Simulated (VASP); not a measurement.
# Li2HfN2 (C2/m) in VASP: single point with LDA

Aim: the single point of Li2HfN2 with LDA.

Program: VASP 6.6.1. These are calculated values, not measurements. Logs are shortened: lines on timing, memory, paths and dates and some standing lists are left out, and cuts for length are marked.

## (1) The cell of the first run

The structure is monoclinic, space group C2/m (No. 12). Conventional cell: a = 5.607 Å, b = 3.237 Å, c = 5.424 Å, α = 90.00°, β = 90.57°, γ = 90.00°. Li (site symmetry m) has 4 N at 2.06 to 2.15 Å and 3 Li at 2.26 to 2.27 Å within 2.7 Å. Within 2.9 Å of Hf (site symmetry 2/m) lie 6 N at 2.21 to 2.22 Å and 6 Li at 2.79 to 2.81 Å. N (site symmetry m) has 4 Li at 2.06 to 2.15 Å and 3 Hf at 2.21 to 2.22 Å within 2.7 Å.

## (2) Single point, LDA (strain -0.0100 x Voigt [0, 0, 0, 1, 0, 0])

Input file INCAR:

```
ALGO     = Normal         # electronic algorithm
EDIFF    = 1E-6           # SCF threshold, eV
ENCUT    = 520            # plane-wave cutoff, eV
GGA      = CA             # functional
ISIF     = 2              # what is computed and relaxed
ISMEAR   = 0              # smearing method
LASPH    = True           # aspherical terms in the spheres
LCHARG   = True           # write CHGCAR
LELF     = True           # ELF
LREAL    = False          # projectors in reciprocal space
LVHAR    = True         
LWAVE    = False          # write WAVECAR
NBANDS   = 21             # bands
NELM     = 100            # most SCF steps
PREC     = Accurate       # precision mode
SIGMA    = 0.05           # smearing width, eV
```

Input file KPOINTS:

```
k-points
0
Gamma
  9 9 6
```

Input file POSCAR:

```
Li2HfN2
1.0
    3.2371209533      0.0000000000      0.0000000000
   -1.6185604767      2.8034289807     -0.0140171449
    0.0000000000     -0.0271179759      5.4235951800
Li Hf N
2 1 2
Direct
    0.6666666667      0.3333333333      0.3827885700
    0.3333333333      0.6666666667      0.6172114300
    0.0000000000      0.0000000000      0.0000000000
    0.6666666667      0.3333333333      0.7793848600
    0.3333333333      0.6666666667      0.2206151400
```

Potentials or basis: VASP PAW LDA potentials, release 64 (Li_sv, Hf_pv, N).

The run is started by

```sh
cat potpaw_LDA.64/Li_sv/POTCAR potpaw_LDA.64/Hf_pv/POTCAR potpaw_LDA.64/N/POTCAR > POTCAR
mpirun -np 1 vasp_std > vasp.out
```

OUTCAR:

```text
EDIFF = 1E-6
   ENCUT = 520
   GGA = CA
   ISIF = 2
   ISMEAR = 0
   LASPH = True
   LREAL = False
   NELM = 100
   PREC = Accurate

 ion  position               nearest neighbor table
   1  0.667  0.333  0.383-   5 2.06   5 2.07   5 2.07   4 2.15   2 2.26   2 2.26   2 2.27   3 2.79
                             3 2.79   3 2.81
   2  0.333  0.667  0.617-   4 2.06   4 2.07   4 2.07   5 2.15   1 2.26   1 2.26   1 2.27   3 2.79
                             3 2.79   3 2.81
   3  0.000  0.000  0.000-   5 2.21   4 2.21   5 2.22   4 2.22   4 2.22   5 2.22   1 2.79   2 2.79
                             2 2.79   1 2.79   1 2.81   2 2.81
   4  0.667  0.333  0.779-   2 2.06   2 2.07   2 2.07   1 2.15   3 2.21   3 2.22   3 2.22
   5  0.333  0.667  0.221-   1 2.06   1 2.07   1 2.07   2 2.15   3 2.21   3 2.22   3 2.22

  LATTYP: Found a base centered monoclinic cell.
 ALAT       =     5.6069280467
 B/A-ratio  =     0.5773430524
 C/A-ratio  =     0.9673145311
 COS(beta)  =    -0.0099997500

  Lattice vectors:

 A1 = (   1.6185604766,   2.8034289807,  -0.0140171449)
 A2 = (  -1.6185604767,   2.8034289807,  -0.0140171449)
 A3 = (   0.0000000000,  -0.0271179759,   5.4235951800)

Analysis of symmetry for initial positions (statically):
=====================================================================
 Subroutine PRICEL returns:
 Original cell was already a primitive cell.

 Routine SETGRP: Setting up the symmetry group for a
 base centered monoclinic supercell.

 Subroutine GETGRP returns: Found  4 space group operations
 (whereof  4 operations were pure point group operations)
 out of a pool of  4 trial point group operations.

The static configuration has the point symmetry C_2h.

Analysis of symmetry for dynamics (positions and initial velocities):
=====================================================================
 Subroutine PRICEL returns:
 Original cell was already a primitive cell.

 Routine SETGRP: Setting up the symmetry group for a
 base centered monoclinic supercell.

 Subroutine GETGRP returns: Found  4 space group operations
 (whereof  4 operations were pure point group operations)
 out of a pool of  4 trial point group operations.

The dynamic configuration has the point symmetry C_2h.

 Subroutine INISYM returns: Found  4 space group operations
 (whereof  4 operations are pure point group operations),
 and found     1 'primitive' translations

----------------------------------------------------------------------------------------

                                     Primitive cell

  volume of cell :      49.2181

  direct lattice vectors                    reciprocal lattice vectors
     3.237120953  0.000000000  0.000000000     0.308916477  0.178357470  0.000891787
    -1.618560477  2.803428981 -0.014017145     0.000000000  0.356714940  0.001783575
     0.000000000 -0.027117976  5.423595180     0.000000000  0.000921921  0.184384152

  length of vectors
     3.237120953  3.237151301  5.423662975     0.356709366  0.356719399  0.184386457

  position of ions in fractional coordinates (direct lattice)
     0.666666667  0.333333333  0.382788570
     0.333333333  0.666666667  0.617211430
     0.000000000  0.000000000  0.000000000
     0.666666667  0.333333333  0.779384860
     0.333333333  0.666666667  0.220615140

  ion indices of the primitive-cell ions
   primitive index   ion index
                 1           1
                 2           2
                 3           3
                 4           4
                 5           5

----------------------------------------------------------------------------------------

 KPOINTS: k-points

Automatic generation of k-mesh.
 Grid dimensions read from file:
 generate k-points for:    9    9    6

 Generating k-lattice:

  Cartesian coordinates                     Fractional coordinates (reciprocal lattice)
     0.034324053  0.019817497  0.000099087     0.111111111  0.000000000  0.000000000
     0.000000000  0.039634993  0.000198175     0.000000000  0.111111111 -0.000000000
     0.000000000  0.000153653  0.030730692     0.000000000  0.000000000  0.166666667

  Length of vectors
     0.039634374  0.039635489  0.030731076

  Shift w.r.t. Gamma in fractional coordinates (k-lattice)
     0.000000000  0.000000000  0.000000000

 Subroutine IBZKPT returns following result:
 ===========================================

 Found    140 irreducible k-points:

 Following reciprocal coordinates:
            Coordinates               Weight
  0.000000  0.000000  0.000000      1.000000
  0.111111 -0.000000 -0.000000      4.000000
  0.222222 -0.000000  0.000000      4.000000
  0.333333  0.000000  0.000000      4.000000
  0.444444 -0.000000  0.000000      4.000000
  0.000000  0.111111  0.000000      2.000000
[... 16 lines left out ...]
  0.333333  0.333333  0.000000      2.000000
  0.000000  0.444444 -0.000000      2.000000
 [... further k-points ...]
   k-points           NKPTS =    140   k-points in BZ     NKDIM =    140   number of bands    NBANDS=     21
   number of dos      NEDOS =    301   number of ions     NIONS =      5
   total plane-waves  NPLWV =  23040
   dimension x,y,z NGX =    24 NGY =   24 NGZ =   40
   dimension x,y,z NGXF=    48 NGYF=   48 NGZF=   80
   ions per type =               2   1   2
   NGX,Y,Z   is equivalent  to a cutoff of  12.33, 12.33, 12.26 a.u.
   NGXF,Y,Z  is equivalent  to a cutoff of  24.65, 24.65, 24.52 a.u.
 SYSTEM =  unknown system
   PREC   = accura    normal or accurate (medium, high low for compatibility)
   ISTART =      0    job   : 0-new  1-cont  2-samecut
   ICHARG =      2    charge: 1-file 2-atom 10-const
   ISPIN  =      1    spin polarized calculation?
   LNONCOLLINEAR =      F non collinear calculations
   LSORBIT =      F    spin-orbit coupling
   LASPH  =      T    aspherical Exc in radial PAW
   ENCUT  =  520.0 eV  38.22 Ry    6.18 a.u.   6.02  6.02 10.08*2*pi/ulx,y,z
   NELM   =    100;   NELMIN=  2; NELMDL= -5     # of ELM steps
   EDIFF  = 0.1E-05   stopping-criterion for ELM
   LREAL  =      F    real-space projection
[... 7 lines left out ...]
   TEBEG  =    0.0;   TEEND  =   0.0 temperature during run
   PSTRESS=    0.0 pullay stress
   NELECT =      26.0000    total number of electrons
   NUPDOWN=      -1.0000    fix difference up-down
   EMIN   =  10.00;   EMAX   =-10.00  energy-range for DOS
   EFERMI =   0.00;   METHOD = LEGACY
   ISMEAR =     0;   SIGMA  =   0.05  broadening in eV -4-tet -1-fermi 0-gaus
   EFERMI_NEDOS =   21; number of points for ismear=-14 and -15
   IALGO  =     38    algorithm
   IMIX   =      4    mixing-type and parameters
     AMIX     =   0.40;   BMIX     =  1.00
     AMIX_MAG =   1.60;   BMIX_MAG =  1.00
  volume/ion in A,a.u.               =       9.84        66.43
  Fermi-wavevector in a.u.,A,eV,Ry     =   1.323400  2.500863 23.829058  1.751386
  Thomas-Fermi vector in A             =   2.453010
   LORBIT       =      0    0 simple, 1 ext, 2 COOP (PROOUT), +10 PAW based schemes
   GGA     = CA    functional components
   LHFCALC =     F    Hartree Fock is set to
   AEXX    =    0.0000 exact exchange contribution
   IVDW    =     0    specifies the selected vdW correction
   LEPSILON=     F    determine dielectric tensor
   LRPA    =     F    only Hartree local field effects (RPA)
 non-spin polarized calculation
 Gauss-broadening in eV      SIGMA  =   0.05
  energy-cutoff  :      520.00
  volume of cell :       49.22
 maximum number of plane-waves:      1348
   NGX = 13   NGY = 13   NGZ = 21

 number of electron      26.0000008 magnetization

 Free energy of the ion-electron system (eV)
  ---------------------------------------------------
  ext. energy  EPLUGINS =         0.00000000
  ---------------------------------------------------
  free energy    TOTEN  =       -39.88204681 eV

  energy without entropy =      -39.88204681  energy(sigma->0) =      -39.88204681

 E-fermi :   4.4269     XC(G=0): -11.4386

 val. band max:        4.2132745089   @ k =   0.0000   0.0000   0.0000
 cond. band min:       6.0060510692   @ k =   0.0000   0.4444   0.5000
 fundamental gap:      1.7927765603
 Fermi energy:         4.4269300988

 k-point     1 :       0.0000    0.0000    0.0000
  band No.  band energies     occupation
      1     -39.1898      2.00000
      2     -38.9765      2.00000
      3     -25.4242      2.00000
      4     -25.0162      2.00000
      5     -25.0081      2.00000
      6      -9.6343      2.00000
[... 13 lines left out ...]
     20      11.9730      0.00000
     21      13.1629      0.00000

 k-point     2 :       0.1111   -0.0000   -0.0000
  band No.  band energies     occupation
      1     -39.1829      2.00000
      2     -38.9811      2.00000
      3     -25.4085      2.00000
      4     -25.0957      2.00000
      5     -25.0270      2.00000
      6      -9.4427      2.00000
[... 13 lines left out ...]
     20      12.7861      0.00000
     21      13.1986      0.00000

 k-point     3 :       0.2222   -0.0000    0.0000
  band No.  band energies     occupation
      1     -39.1634      2.00000
      2     -38.9942      2.00000
      3     -25.3695      2.00000
      4     -25.2941      2.00000
      5     -25.0698      2.00000
      6      -8.9676      2.00000
[... 13 lines left out ...]
     20      13.0308      0.00000
     21      14.4736      0.00000
[... 457 lines left out ...]
 k-point    23 :       0.3333    0.3333    0.0000
  band No.  band energies     occupation
      1     -39.0733      2.00000
      2     -39.0694      2.00000
      3     -25.4689      2.00000
      4     -25.4646      2.00000
      5     -25.2693      2.00000
      6      -8.0319      2.00000
[... 13 lines left out ...]
     20      15.4541      0.00000
     21      15.5051      0.00000

 k-point    24 :       0.0000    0.4444   -0.0000
  band No.  band energies     occupation
      1     -39.1148      2.00000
      2     -39.0311      2.00000
      3     -25.6486      2.00000
      4     -25.2889      2.00000
      5     -25.1553      2.00000
      6      -8.6009      2.00000
[... 13 lines left out ...]
     20      14.0809      0.00000
     21      14.4850      0.00000

 [... further k-points ...]
[... 5 lines left out ...]
  --------------------------------------------------------------------------------------
  -------------------------------------------------------------------------------------
  Total       -2.1668794     -2.2519804     -1.9280449      0.0000000      0.4666147     -0.0000000
  in kB      -70.5375601    -73.3078171    -62.7628750      0.0000000     15.1895232     -0.0000000
  external PRESSURE =     -68.8694174 kB  Pullay stress =       0.0000000 kB

 VOLUME and BASIS-vectors are now :
 -----------------------------------------------------------------------------
  energy-cutoff  :      520.00
  volume of cell :       49.22
      direct lattice vectors                 reciprocal lattice vectors
     3.237120953  0.000000000  0.000000000     0.308916477  0.178357470  0.000891787
    -1.618560477  2.803428981 -0.014017145     0.000000000  0.356714940  0.001783575
     0.000000000 -0.027117976  5.423595180     0.000000000  0.000921921  0.184384152

 POSITION                                       TOTAL-FORCE (eV/Angst)
 -----------------------------------------------------------------------------------
      1.61856      0.92410      2.07142        -0.000000      0.008468     -0.085687
     -0.00000      1.85222      3.33816         0.000000     -0.008468      0.085687
      0.00000      0.00000      0.00000         0.000000     -0.000000     -0.000000
      1.61856      0.91334      4.22240         0.000000     -0.077635      0.159362
     -0.00000      1.86297      1.18718        -0.000000      0.077635     -0.159362
 -----------------------------------------------------------------------------------
    total drift:                                0.000000      0.000000      0.000000

  FREE ENERGIE OF THE ION-ELECTRON SYSTEM (eV)
  ---------------------------------------------------
  free  energy   TOTEN  =       -39.8820468119 eV

  energy  without entropy=      -39.8820468119  energy(sigma->0) =      -39.88204681
```

Run time: 40 s. Hardware: 1 thread of Intel Xeon 6975P-C (Granite Rapids), shared host; peak memory 0.24 GiB.

What came out:

```yaml
Free_energy: -39.8820 eV
Largest_force: 0.177 eV/Å
Band_gap_on_the_k_mesh: 1.79 eV, indirect (least direct gap 2.62 eV)
```

Forces in eV/Å, atoms in the order of the input:
```
Li   0.000  0.008 -0.086
Li   0.000 -0.008  0.086
Hf   0.000  0.000  0.000
N    0.000 -0.078  0.159
N    0.000  0.078 -0.159
```

Caveat: the cell differs from its parent crystal (strain -0.0100 x Voigt [0, 0, 0, 1, 0, 0]); the cutoff is under 1.25 times the usual one of these potentials, so pressure, stress and relaxed cells hold a basis-set (Pulay) error; spin-orbit coupling is left out, which moves the levels of the heavy elements.
